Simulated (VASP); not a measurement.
CuO (Tenorite):

```xyz
4
Lattice="2.3915 -1.7477 0.0000 2.3915 1.7477 0.0000 -0.8778 0.0000 5.0594" Properties=species:S:1:pos:R:3 pbc="T T T"
Cu    0.7569   -0.8626    2.5297
Cu    1.1958    0.8626    0.0000
O     1.6750    0.2898    3.8133
O     2.1138   -0.2898    1.2836
```

Base run:

- Program: VASP 6.6.1
- Functional: PBEsol
- Potentials or basis: VASP PAW PBE potentials, release 64 (Cu_sv_GW, O)
- Cutoff: 700 eV
- k mesh: 8 × 8 × 5
- Occupations: fermi-dirac, width 0.05 eV
- Spin: no spin polarisation

Its results: band gap on the k mesh zero (band 25 reaches 5.25 eV, above the bottom of band 26 at 4.77 eV); pressure -11.1 GPa; largest force 0.745 eV/Å.

Q: The run is repeated on the same cell with these changes: potentials or basis from VASP PAW PBE potentials, release 64 (Cu_sv_GW, O) to VASP PAW PBE potentials, release 64 (Cu, O); cutoff from 700 eV to 520 eV; further incar settings from ALGO = Normal; EDIFF = 1e-06; NBANDS = 33 to ALGO = Normal; EDIFF = 1e-07; NBANDS = 25; valence electrons from 50 to 34. What comes out?

A: Band gap on the k mesh zero (band 17 reaches 5.23 eV, above the bottom of band 18 at 4.73 eV); pressure -7.8 GPa; largest force 0.734 eV/Å.

Caveats: the PAW data sets were made with another functional, which shifts forces and pressure a little; semilocal functionals often make such compounds metallic where correlation or magnetic order opens a gap, which also shifts bond lengths.
